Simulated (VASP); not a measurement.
# Sn4O7 (a cell with a defect) in VASP: notebook

The runs below take Sn4O7 (a cell with a defect) through single point, with PBE+D3(BJ).

All numbers are computed with VASP 6.6.1; they aren't measurements. Logs are shortened: lines on timing, memory, paths and dates and some standing lists are left out, and cuts for length are marked.

### Step 1. The cell of the first run

The cell holds a defect, 11 atoms: a = 5.692 Å, b = 5.692 Å, c = 5.692 Å, α = 69.32°, β = 69.32°, γ = 69.32°.

### Step 2. Single point, PBE+D3(BJ)

Contents of INCAR:

```
SYSTEM = Sn4O7
PREC     = Accurate       ! precision mode
ENCUT    = 520            ! plane-wave cutoff, eV
EDIFF    = 1E-7           ! SCF threshold, eV
ISMEAR   = 0              ! smearing method
SIGMA    = 0.05           ! smearing width, eV
LREAL    = .FALSE.        ! projectors in reciprocal space
LASPH    = .TRUE.         ! aspherical terms in the spheres
NELM     = 100            ! most SCF steps
ALGO     = Normal         ! electronic algorithm
ISIF     = 2              ! what is computed and relaxed
LWAVE    = .FALSE.        ! write WAVECAR
LCHARG   = .FALSE.        ! write CHGCAR
GGA      = PE             ! functional
IVDW     = 12             ! dispersion correction
NBANDS   = 60             ! bands
NELECT   = 96.0         
KPAR     = 4
```

Contents of KPOINTS:

```
Automatic mesh
0
G
  6 6 6
  0 0 0
```

Contents of POSCAR:

```
Sn4O7
1.0
    3.2375465924      1.8691983966      4.2928880043
   -3.2375465924      1.8691983966      4.2928880043
    0.0000000000     -3.7383967932      4.2928880043
Sn O
4 7
Direct
    0.8647861010      0.8647861010      0.8647861010
    0.3647882246      0.3647882246      0.8647861258
    0.3647882246      0.8647861258      0.3647882246
    0.8647861258      0.3647882246      0.3647882246
    0.6211712003      0.1211725069      0.6211712003
    0.6211712003      0.6211712003      0.1211725069
    0.6084038764      0.6084038764      0.6084038764
    0.1211729409      0.1211729409      0.1211729409
    0.0708288849      0.2125603393      0.5708332451
    0.1084008301      0.6084039388      0.1084008301
    0.6084039388      0.1084008301      0.1084008301
```

Potentials or basis: VASP PAW PBE potentials, release 64 (Sn_d, O).

On the command line:

```
> cat potpaw_PBE.64/Sn_d/POTCAR potpaw_PBE.64/O/POTCAR > POTCAR
> mpirun -np 4 vasp_std > vasp.out
```

OUTCAR:

```text
SYSTEM = Sn4O7
   PREC = Accurate
   ENCUT = 520
   EDIFF = 1E-7
   ISMEAR = 0
   LREAL = .FALSE.
   LASPH = .TRUE.
   NELM = 100
   ISIF = 2
   GGA = PE
   IVDW = 12
   NELECT = 96.0
 IVDW          = 12

 ion  position               nearest neighbor table
   1  0.865  0.865  0.865-  10 2.12  11 2.12   6 2.12   5 2.12   9 2.45   4 3.24   3 3.24   4 3.24
                             3 3.24   2 3.24   2 3.24
   2  0.365  0.365  0.865-   5 2.12   7 2.12   8 2.12  10 2.12  11 2.12   4 3.24   3 3.24   1 3.24
                             1 3.24   4 3.24   3 3.24
   3  0.365  0.865  0.365-   6 2.12   7 2.12   8 2.12  11 2.12   9 2.45   2 3.24   4 3.24   1 3.24
                             1 3.24   2 3.24   4 3.24
   4  0.865  0.365  0.365-   9 1.74   5 2.12   6 2.12   7 2.12   8 2.12  10 2.12   2 3.24   3 3.24
                             1 3.24   1 3.24   2 3.24   3 3.24
   5  0.621  0.121  0.621-   4 2.12   2 2.12   1 2.12
   6  0.621  0.621  0.121-   3 2.12   4 2.12   1 2.12
   7  0.608  0.608  0.608-   2 2.12   3 2.12   4 2.12
   8  0.121  0.121  0.121-   2 2.12   3 2.12   4 2.12
   9  0.071  0.213  0.571-   4 1.74   1 2.45   3 2.45
  10  0.108  0.608  0.108-   1 2.12   4 2.12   2 2.12
  11  0.608  0.108  0.108-   1 2.12   3 2.12   2 2.12

  LATTYP: Found a trigonal (rhomboedric) cell.
 ALAT       =     5.6924948837
 COS(alpha) =     0.3530708029

  Lattice vectors:

 A1 = (   3.2375465924,   1.8691983966,   4.2928880043)
 A2 = (  -3.2375465924,   1.8691983966,   4.2928880043)
 A3 = (   0.0000000000,  -3.7383967932,   4.2928880043)

Analysis of symmetry for initial positions (statically):
=====================================================================
 Subroutine PRICEL returns:
 Original cell was already a primitive cell.

 Routine SETGRP: Setting up the symmetry group for a
 trigonal (rhombohedral) supercell.

 Subroutine GETGRP returns: Found  2 space group operations
 (whereof  1 operations were pure point group operations)
 out of a pool of 12 trial point group operations.

The static configuration has the point symmetry C_1 .
 The point group associated with its full space group is C_1h.

Analysis of symmetry for dynamics (positions and initial velocities):
=====================================================================
 Subroutine PRICEL returns:
 Original cell was already a primitive cell.

 Routine SETGRP: Setting up the symmetry group for a
 trigonal (rhombohedral) supercell.

 Subroutine GETGRP returns: Found  2 space group operations
 (whereof  1 operations were pure point group operations)
 out of a pool of 12 trial point group operations.

The dynamic configuration has the point symmetry C_1 .
 The point group associated with its full space group is C_1h.

 Subroutine INISYM returns: Found  2 space group operations
 (whereof  1 operations are pure point group operations),
 and found     1 'primitive' translations

----------------------------------------------------------------------------------------

                                     Primitive cell

  volume of cell :     155.8735

  direct lattice vectors                    reciprocal lattice vectors
     3.237546592  1.869198397  4.292888004     0.154437932  0.089164782  0.077647806
    -3.237546592  1.869198397  4.292888004    -0.154437932  0.089164782  0.077647806
     0.000000000 -3.738396793  4.292888004     0.000000000 -0.178329563  0.077647806

  length of vectors
     5.692494884  5.692494884  5.692494884     0.194500938  0.194500938  0.194500938

  position of ions in fractional coordinates (direct lattice)
     0.864786101  0.864786101  0.864786101
     0.364788225  0.364788225  0.864786126
     0.364788225  0.864786126  0.364788225
     0.864786126  0.364788225  0.364788225
     0.621171200  0.121172507  0.621171200
     0.621171200  0.621171200  0.121172507
     0.608403876  0.608403876  0.608403876
     0.121172941  0.121172941  0.121172941
     0.070828885  0.212560339  0.570833245
     0.108400830  0.608403939  0.108400830
     0.608403939  0.108400830  0.108400830

  ion indices of the primitive-cell ions
   primitive index   ion index
                 1           1
                 2           2
                 3           3
                 4           4
                 5           5
                 6           6
                 7           7
                 8           8
                 9           9
                10          10
                11          11

----------------------------------------------------------------------------------------

 KPOINTS: Automatic mesh

Automatic generation of k-mesh.
 Grid dimensions read from file:
 generate k-points for:    6    6    6

 Generating k-lattice:

  Cartesian coordinates                     Fractional coordinates (reciprocal lattice)
     0.025739655  0.014860797  0.012941301     0.166666667  0.000000000 -0.000000000
    -0.025739655  0.014860797  0.012941301     0.000000000  0.166666667 -0.000000000
     0.000000000 -0.029721594  0.012941301    -0.000000000 -0.000000000  0.166666667

  Length of vectors
     0.032416823  0.032416823  0.032416823

  Shift w.r.t. Gamma in fractional coordinates (k-lattice)
     0.000000000  0.000000000  0.000000000

 Subroutine IBZKPT returns following result:
 ===========================================

 Found     68 irreducible k-points:

 Following reciprocal coordinates:
            Coordinates               Weight
  0.000000  0.000000  0.000000      1.000000
  0.166667 -0.000000  0.000000      4.000000
 -0.000000  0.166667  0.000000      2.000000
  0.333333  0.000000  0.000000      4.000000
  0.000000  0.333333  0.000000      2.000000
  0.500000  0.000000  0.000000      2.000000
[... 16 lines left out ...]
  0.500000  0.333333  0.000000      4.000000
  0.500000  0.000000 -0.333333      4.000000
 [... further k-points ...]
   k-points           NKPTS =     68   k-points in BZ     NKDIM =     68   number of bands    NBANDS=     60
   number of dos      NEDOS =    301   number of ions     NIONS =     11
   total plane-waves  NPLWV =  74088
   dimension x,y,z NGX =    42 NGY =   42 NGZ =   42
   dimension x,y,z NGXF=    84 NGYF=   84 NGZF=   84
   ions per type =               4   7
   NGX,Y,Z   is equivalent  to a cutoff of  12.27, 12.27, 12.27 a.u.
   NGXF,Y,Z  is equivalent  to a cutoff of  24.53, 24.53, 24.53 a.u.
 SYSTEM =  Sn4O7
   PREC   = accura    normal or accurate (medium, high low for compatibility)
   ISTART =      0    job   : 0-new  1-cont  2-samecut
   ICHARG =      2    charge: 1-file 2-atom 10-const
   ISPIN  =      1    spin polarized calculation?
   LNONCOLLINEAR =      F non collinear calculations
   LSORBIT =      F    spin-orbit coupling
   LASPH  =      T    aspherical Exc in radial PAW
   ENCUT  =  520.0 eV  38.22 Ry    6.18 a.u.  10.58 10.58 10.58*2*pi/ulx,y,z
   NELM   =    100;   NELMIN=  2; NELMDL= -5     # of ELM steps
   EDIFF  = 0.1E-06   stopping-criterion for ELM
   LREAL  =      F    real-space projection
   EDIFFG = 0.1E-05   stopping-criterion for IOM
   NSW    =      0    number of steps for IOM
   IBRION =     -1    ionic relax: 0-MD 1-quasi-New 2-CG
   NFREE  =      0    steps in history (QN), initial steepest desc. (CG)
   ISIF   =      2    stress and relaxation
   ISYM   =      2    0-nonsym 1-usesym 2-fastsym
   POTIM  = 0.5000    time-step for ionic-motion
   TEBEG  =    0.0;   TEEND  =   0.0 temperature during run
   PSTRESS=    0.0 pullay stress
   NELECT =      96.0000    total number of electrons
   NUPDOWN=      -1.0000    fix difference up-down
   EMIN   =  10.00;   EMAX   =-10.00  energy-range for DOS
   EFERMI =   0.00;   METHOD = LEGACY
   ISMEAR =     0;   SIGMA  =   0.05  broadening in eV -4-tet -1-fermi 0-gaus
   EFERMI_NEDOS =   21; number of points for ismear=-14 and -15
   IALGO  =     38    algorithm
   IMIX   =      4    mixing-type and parameters
     AMIX     =   0.40;   BMIX     =  1.00
     AMIX_MAG =   1.60;   BMIX_MAG =  1.00
  volume/ion in A,a.u.               =      14.17        95.63
  Fermi-wavevector in a.u.,A,eV,Ry     =   1.392861  2.632126 26.396149  1.940062
  Thomas-Fermi vector in A             =   2.516563
   LORBIT       =      0    0 simple, 1 ext, 2 COOP (PROOUT), +10 PAW based schemes
   GGA     = PE    functional components
   LHFCALC =     F    Hartree Fock is set to
   AEXX    =    0.0000 exact exchange contribution
   IVDW    =    12    specifies the selected vdW correction
   LEPSILON=     F    determine dielectric tensor
   LRPA    =     F    only Hartree local field effects (RPA)
 non-spin polarized calculation
 Gauss-broadening in eV      SIGMA  =   0.05
  energy-cutoff  :      520.00
  volume of cell :      155.87
 maximum number of plane-waves:      4216
   NGX = 21   NGY = 21   NGZ = 21

 number of electron      96.0000007 magnetization

 Free energy of the ion-electron system (eV)
  ---------------------------------------------------
  ext. energy  EPLUGINS =         0.00000000
  ---------------------------------------------------
  free energy    TOTEN  =       -73.14531699 eV

  energy without entropy =      -73.14410676  energy(sigma->0) =      -73.14471187

 E-fermi :   4.5247     XC(G=0): -10.2097

 val. band max:        4.5008143998   @ k =   0.5000   0.0000   0.0000
 cond. band min:       4.5337378193   @ k =   0.1667   0.1667   0.1667
 fundamental gap:      0.0329234195
 Fermi energy:         4.5247494508

 k-point     1 :       0.0000    0.0000    0.0000
  band No.  band energies     occupation
      1     -16.4390      2.00000
      2     -16.3522      2.00000
      3     -16.3040      2.00000
      4     -15.8837      2.00000
      5     -15.8287      2.00000
      6     -15.7642      2.00000
[... 1501 lines left out ...]
     59      13.7080      0.00000
     60      14.6159      0.00000

 [... further k-points ...]

------------------------ aborting loop because EDIFF is reached ----------------------------------------

 Edisp (eV)   -2.20876

 E8    (eV) :    -0.8937

  FORCE on cell =-STRESS in cart. coord.  units (eV):
  Direction    XX          YY          ZZ          XY          YZ          ZX
  --------------------------------------------------------------------------------------
  -------------------------------------------------------------------------------------
  Total     -15.45036   -17.73275   -22.68925    -1.97661    -3.36461     5.82767
  in kB    -158.80963  -182.26965  -233.21603   -20.31698   -34.58380    59.90091
  external pressure =     -191.43 kB  Pullay stress =        0.00 kB

 VOLUME and BASIS-vectors are now :
 -----------------------------------------------------------------------------
  energy-cutoff  :      520.00
  volume of cell :      155.87
      direct lattice vectors                 reciprocal lattice vectors
     3.237546592  1.869198397  4.292888004     0.154437932  0.089164782  0.077647806
    -3.237546592  1.869198397  4.292888004    -0.154437932  0.089164782  0.077647806
     0.000000000 -3.738396793  4.292888004     0.000000000 -0.178329563  0.077647806

 POSITION                                       TOTAL-FORCE (eV/Angst)
 -----------------------------------------------------------------------------------
      0.00000      0.00000     11.13729        -2.578552     -0.914529      1.411986
      0.00000     -1.86919      6.84442         2.221290     -1.282462      1.110056
     -1.61877      0.93460      6.84442        -0.497271      2.690356      1.411986
      1.61877      0.93460      6.84442        -5.438165      3.139726     -6.456523
      1.61877     -0.93460      5.85342         0.270493     -0.296699     -0.628658
      0.00000      1.86919      5.85342         0.093721     -0.054110     -0.176357
      0.00000      0.00000      7.83543        -2.104134     -0.842620     -0.502469
      0.00000      0.00000      1.56055         0.392196     -0.085904     -0.628658
     -0.45886     -1.60429      3.66708         7.866961     -4.541992      5.140486
     -1.61878      0.93461      3.54252        -0.322336      2.243543     -0.502469
      1.61878      0.93461      3.54252         0.095798     -0.055309     -0.179380
 -----------------------------------------------------------------------------------
    total drift:                                0.027669      0.047526      0.000624

  FREE ENERGIE OF THE ION-ELECTRON SYSTEM (eV)
  ---------------------------------------------------
  free  energy   TOTEN  =       -75.3540757762 eV

  energy  without entropy=      -75.3528655516  energy(sigma->0) =      -75.35347066
```

Wall time 5.2 min (4 MPI ranks of Oxide Virtual Turin-like, shared host); peak memory 0.54 GiB.

What came out:

```
Free energy                : -75.3541 eV
Largest force              : 10.438 eV/Å
Dispersion energy per atom : -0.201 eV
```

Forces on the atoms (eV/Å):
```
Sn  -2.579 -0.915  1.412
Sn   2.221 -1.282  1.110
Sn  -0.497  2.690  1.412
Sn  -5.438  3.140 -6.457
O    0.270 -0.297 -0.629
O    0.094 -0.054 -0.176
O   -2.104 -0.843 -0.502
O    0.392 -0.086 -0.629
O    7.867 -4.542  5.140
O   -0.322  2.244 -0.502
O    0.096 -0.055 -0.179
```

Levels at points of the mesh, in eV from the Fermi level:
| k point | band 46 | band 47 | band 48 | band 49 | band 50 | band 51 |
| --- | --- | --- | --- | --- | --- | --- |
| (0.00, 0.00, 0.00) | -0.58 | -0.18 | -0.15 | 0.08 | 2.97 | 3.20 |
| (0.50, 0.00, 0.00) | -0.42 | -0.27 | -0.02 | 0.50 | 1.94 | 3.34 |
| (0.00, 0.50, 0.00) | -0.39 | -0.25 | -0.10 | 0.68 | 2.09 | 3.18 |
| (0.50, 0.50, 0.00) | -0.69 | -0.26 | -0.22 | 0.85 | 2.13 | 3.17 |
| (0.50, 0.00, 0.50) | -0.78 | -0.37 | -0.22 | 0.91 | 2.29 | 3.00 |
| (0.50, 0.50, 0.50) | -0.99 | -0.83 | -0.78 | 0.44 | 2.90 | 3.26 |

Caveat: the cell carries a net charge on a neutralising background, which shifts energy and pressure; the cell differs from its parent crystal (atoms taken out, atom 9 moved -0.167 of the way to it and -0.300 Å across, host rigid); the cell is charged against a uniform background, so pressure and absolute levels hang on convention; spin-orbit coupling is left out, which moves the levels of the heavy elements.

### Step 3. Single point, PBE+D3(BJ)

Contents of INCAR:

```
SYSTEM = Sn4O7
ALGO = Normal
EDIFF = 1E-6
ENCUT = 520
GGA = PE
ISIF = 2
ISMEAR = 0
IVDW = 12
KPAR = 4
LASPH = .TRUE.
LCHARG = .TRUE.
LREAL = .FALSE.
LVHAR = .TRUE.
LWAVE = .FALSE.
NBANDS = 60
NELECT = 96.0
NELM = 100
PREC = Accurate
SIGMA = 0.05
```

Contents of KPOINTS:

```
k-points
0
G
  6 6 6
  0 0 0
```

Changes to POSCAR since step 2:

```diff
@@ -16,3 +16,3 @@
     0.1211729409      0.1211729409      0.1211729409
-    0.0708288849      0.2125603393      0.5708332451
+    0.0417718165     -0.0081161457      0.5417744847
     0.1084008301      0.6084039388      0.1084008301
```

Potentials or basis: VASP PAW PBE potentials, release 64 (Sn_d, O).

On the command line:

```
> cat potpaw_PBE.64/Sn_d/POTCAR potpaw_PBE.64/O/POTCAR > POTCAR
> mpirun -np 4 vasp_std > vasp.out
```

It took 6.5 min on 4 MPI ranks of Oxide Virtual Turin-like, shared host; peak memory 0.54 GiB.

The run converged. Its results:

| Property | Result |
| --- | --- |
| Free energy | -75.1490 eV |
| Largest force | 9.242 eV/Å |
| Dispersion energy per atom | -0.200 eV |

Forces on the atoms (eV/Å):
```
Sn  -2.916 -8.744  0.677
Sn   2.794 -1.613  1.119
Sn   6.114  6.897  0.677
Sn  -1.837  1.061 -2.719
O   -2.672 -0.590 -0.758
O    0.082 -0.047 -0.184
O   -0.751 -0.521 -0.082
O   -0.825  2.609 -0.758
O    0.005 -0.003  2.141
O    0.076  0.911 -0.082
O   -0.071  0.041 -0.030
```

Levels at points of the mesh, in eV from the Fermi level:
| k point | band 45 | band 46 | band 47 | band 48 | band 49 | band 50 | band 51 | band 52 |
| --- | --- | --- | --- | --- | --- | --- | --- | --- |
| (0.00, 0.00, 0.00) | -0.73 | -0.63 | -0.45 | -0.35 | 0.06 | 3.26 | 4.30 | 4.38 |
| (0.50, 0.00, 0.00) | -0.87 | -0.71 | -0.54 | -0.10 | 1.44 | 2.59 | 3.90 | 4.36 |
| (0.00, 0.50, 0.00) | -0.90 | -0.57 | -0.49 | -0.13 | 1.33 | 2.77 | 3.74 | 4.54 |
| (0.50, 0.50, 0.00) | -1.21 | -1.12 | -0.71 | -0.26 | 1.80 | 2.97 | 3.78 | 4.39 |
| (0.50, 0.00, 0.50) | -0.89 | -0.88 | -0.56 | -0.31 | 1.85 | 2.85 | 3.61 | 4.18 |
| (0.50, 0.50, 0.50) | -1.36 | -1.25 | -1.21 | -0.89 | 1.21 | 3.25 | 4.26 | 4.28 |

Caveat: the cell carries a net charge on a neutralising background, which shifts energy and pressure; the cell differs from its parent crystal (atoms taken out, atom 9 moved 0.333 of the way to it and -0.600 Å across, host rigid); the cell is charged against a uniform background, so pressure and absolute levels hang on convention; spin-orbit coupling is left out, which moves the levels of the heavy elements.

### Step 4. Single point, PBE+D3(BJ)

Contents of INCAR:

```
SYSTEM = Sn4O7
PREC = Accurate ; ENCUT = 520
EDIFF = 1E-6 ; ISMEAR = 0
SIGMA = 0.05 ; LREAL = .False.
LASPH = .True. ; NELM = 60
ALGO = Normal ; ISIF = 2
LWAVE = .False. ; LCHARG = .False.
GGA = PE ; IVDW = 12
NELECT = 96.0 ; NBANDS = 60
KPAR = 4
```

Contents of KPOINTS:

```
Automatic mesh
0
Gamma
  6 6 6
  0 0 0
```

Changes to POSCAR since step 3:

```diff
@@ -16,3 +16,3 @@
     0.1211729409      0.1211729409      0.1211729409
-    0.0417718165     -0.0081161457      0.5417744847
+    0.1126576300     -0.0539928055      0.6126592671
     0.1084008301      0.6084039388      0.1084008301
```

On the command line:

```
> cat potpaw_PBE.64/Sn_d/POTCAR potpaw_PBE.64/O/POTCAR > POTCAR
> mpirun -np 4 vasp_std > vasp.out
```

Run time: 5.3 min. Hardware: 4 MPI ranks of Oxide Virtual Turin-like, shared host; peak memory 0.55 GiB.

Results (log left out):

```
Free energy                : -74.9653 eV
Largest force              : 13.955 eV/Å
Dispersion energy per atom : -0.200 eV
```

Forces in eV/Å, atoms in the order of the input:
```
Sn   -5.658 -12.656  -1.597
Sn    2.574  -1.486   1.997
Sn    8.131  11.228  -1.597
Sn   -1.011   0.584  -2.386
O    -0.518   0.426  -0.048
O     0.108  -0.062  -0.142
O    -0.034  -0.545  -0.210
O    -0.628   0.235  -0.048
O    -3.292   1.901   4.370
O     0.455   0.301  -0.210
O    -0.127   0.073  -0.128
```

Levels at points of the mesh, in eV from the Fermi level:
```csv
k point,band 44,band 45,band 46,band 47,band 48,band 49,band 50,band 51,band 52,band 53
"(0.00, 0.00, 0.00)",-0.94,-0.93,-0.60,-0.57,-0.15,0.03,3.03,3.83,4.71,5.17
"(0.50, 0.00, 0.00)",-1.11,-0.86,-0.81,-0.57,-0.10,1.52,2.65,3.92,4.53,5.38
"(0.00, 0.50, 0.00)",-1.44,-0.97,-0.70,-0.49,-0.18,1.48,2.86,3.53,5.18,5.60
"(0.50, 0.50, 0.00)",-1.61,-1.45,-1.24,-0.62,-0.35,1.98,2.83,4.00,4.42,5.61
"(0.50, 0.00, 0.50)",-1.52,-1.31,-1.01,-0.64,-0.24,1.79,2.77,3.75,4.73,5.92
"(0.50, 0.50, 0.50)",-1.48,-1.44,-1.36,-1.25,-1.22,1.46,2.92,4.11,4.93,5.11
```

Caveat: the cell carries a net charge on a neutralising background, which shifts energy and pressure; the cell differs from its parent crystal (atoms taken out, atom 9 moved 0.333 of the way to it and -0.000 Å across, host rigid); the cell is charged against a uniform background, so pressure and absolute levels hang on convention; spin-orbit coupling is left out, which moves the levels of the heavy elements.
